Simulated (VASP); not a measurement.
Runs of VASP 6.6.1 on Ni. The structure is that of space group P6_3/mmc (No. 194), or close to it. The cells are those of the table. This isn't the form of Ni at room conditions, which is fcc.

| task | spin | cell | k mesh | cutoff (eV) | gap on the mesh (eV) | pressure (GPa) | moment (μB) |
| --- | --- | --- | --- | --- | --- | --- | --- |
| relaxation of cell and atoms | collinear, antiferromagnetic start | relaxed from a = 2.492, b = 2.492, c = 8.138 Å, angles 90.0, 90.0, 120.0°, 4 atoms | 14 × 14 × 4 | 600 | - | 0.0 | 0.05 |
| single point | collinear, ferromagnetic start | a = 2.437, b = 2.437, c = 7.976 Å, angles 90.0, 90.0, 120.0°, 4 atoms | 16 × 16 × 5 | 520 | none | 18.2 | (b) |
| single point | collinear, antiferromagnetic start | a = 2.506, b = 2.506, c = 8.201 Å, angles 90.0, 90.0, 120.0°, 4 atoms | 14 × 14 × 4 | 520 | none | -0.8 | 0.05 |
| single point | collinear, ferromagnetic start | a = 2.401, b = 2.401, c = 7.859 Å, angles 90.0, 90.0, 120.0°, 4 atoms | 16 × 16 × 5 | 520 | none | 31.3 | (a) |
| single point | collinear, ferromagnetic start | a = 2.506, b = 2.506, c = 8.201 Å, angles 90.0, 90.0, 120.0°, 4 atoms | 14 × 14 × 4 | 520 | none | 0.0 | 2.57 |

Alike in all rows: level revPBE; potentials or basis VASP PAW PBE potentials, release 64 (Ni); smearing fermi-dirac 0.05 eV.

Q: Fill in the values left out.

A: (a) 2.34; (b) 2.38.

Caveats: the PAW data sets were made with another functional, which shifts forces and pressure a little; the cell stands under pressure (at least some runs); the highest band is partly filled, so the run has too few bands (at least some runs).

A gap of «none» marks levels without a gap at the run's occupations.
